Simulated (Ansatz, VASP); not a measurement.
MgS: VASP beside Ansatz

```
Mg S
1.0
     0.00000    2.60165    2.60165
     2.60165    0.00000    2.60165
     2.60165    2.60165    0.00000
Mg S
1 1
Direct
  0.00000 0.00000 0.00000
  0.50000 0.50000 0.50000
```

Alike in both runs: task single point; functional PBE; k mesh 8 × 8 × 8; occupations gaussian, width 0.2 eV; no spin polarisation.

|  | VASP | Ansatz |
| --- | --- | --- |
| version | VASP 6.6.1 | Ansatz 0.2.0 |
| potentials or method | VASP PAW PBE potentials, release 64 (Mg, S), cutoff 520 eV | all-electron LAPW, scalar-relativistic |

VASP gave:

| Item | Value |
| --- | --- |
| gap on the k mesh at the Fermi level (eV) | 2.78 |
| pressure (GPa) | 0.9 |

**Question.** Which values does Ansatz return?

**Answer.** gap on the k mesh at the Fermi level (eV): 2.79; pressure (GPa): 1.2.

Ansatz ran all-electron here, and VASP with PAW potentials.
